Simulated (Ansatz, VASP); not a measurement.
**One calculation of Cu, two programs**

```
CELL_PARAMETERS angstrom
2.53410 0.00000 0.00000
-1.26705 2.19459 0.00000
0.00000 0.00000 4.11257
ATOMIC_POSITIONS crystal
Cu 0.66667 0.33333 0.75000
Cu 0.33333 0.66667 0.25000
```

Alike in both runs: functional revPBE; k mesh 12 × 12 × 7; occupations fermi-dirac, width 0.05 eV; no spin polarisation.

```csv
,VASP,Ansatz
version,VASP 6.6.1,Ansatz 0.2.0
potentials or method,"VASP PAW PBE potentials, release 64 (Cu)",Ansatz PAW
plane-wave cutoff (eV),520,420
valence electrons in the cell,22,38
task,single point,band structure
```

Ansatz gave:

- gap on the k mesh at the Fermi level (eV): none
- pressure (GPa): 11.1
- traceless stress, the component that is largest in VASP (GPa): 0.32

Problem. Estimate VASP's values.

Solution. gap on the k mesh at the Fermi level (eV): none; pressure (GPa): 12.2; traceless stress, the component that is largest in VASP (GPa): 0.25.

VASP's potentials were made for PBE, not for revPBE. A gap of «none» marks a metal or a gap that the smearing closes. The functional is the same, so the differences come from potentials, cutoffs and numerics. VASP's potentials hold 22 valence electrons a cell and Ansatz's 38, so a difference there can come from the potentials and not from the codes.
